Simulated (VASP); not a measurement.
Input of a VASP 6.6.1 run:

File INCAR:

```
PREC = Accurate
ENCUT = 600
EDIFF = 1E-6
ISMEAR = 0
SIGMA = 0.1
LREAL = F
LASPH = T
NELM = 100
ALGO = Normal
ISIF = 3
LWAVE = F
LCHARG = F
GGA = PE
IBRION = 2
NSW = 90
EDIFFG = -0.04
```

File KPOINTS:

```
regular mesh
0
Gamma
  4 4 4
```

File POSCAR:

```
Mg3ScBr3
1.0
    5.6627772200      0.0000000000      0.0000000000
    0.0000000000      5.6627772200      0.0000000000
    0.0000000000      0.0000000000      5.6627772200
Mg Sc Br
3 1 3
Direct
    0.0000000000      0.5000000000      0.5000000000
    0.5000000000      0.5000000000      0.0000000000
    0.5000000000      0.0000000000      0.5000000000
    0.5000000000      0.5000000000      0.5000000000
    0.0000000000      0.5000000000      0.0000000000
    0.5000000000      0.0000000000      0.0000000000
    0.0000000000      0.0000000000      0.5000000000
```

Potentials or basis: VASP PAW PBE potentials, release 64 (Mg, Sc_sv, Br).

Command:

```bash
$ cat potpaw_PBE.64/Mg/POTCAR potpaw_PBE.64/Sc_sv/POTCAR potpaw_PBE.64/Br/POTCAR > POTCAR
$ mpirun -np 1 vasp_std > vasp.out
```

Estimate the space group after relaxing (to 0.05 Å).

Pm-3m (No. 221).

What does it give for the relaxed volume?

31.33 Å³/atom.

Final structure:
```yaml
crystal:
  lattice:
    - [6.03055, 0.00000, 0.00000]
    - [0.00000, 6.03055, 0.00000]
    - [0.00000, 0.00000, 6.03055]
  atoms:
    - { symbol: Mg, position: [0.00000, 0.50000, 0.50000] }
    - { symbol: Mg, position: [0.50000, 0.50000, 0.00000] }
    - { symbol: Mg, position: [0.50000, 0.00000, 0.50000] }
    - { symbol: Sc, position: [0.50000, 0.50000, 0.50000] }
    - { symbol: Br, position: [0.00000, 0.50000, 0.00000] }
    - { symbol: Br, position: [0.50000, 0.00000, 0.00000] }
    - { symbol: Br, position: [0.00000, 0.00000, 0.50000] }
```

Caveat: the volume moved by over 15 % at a fixed basis, so the end points are rough.
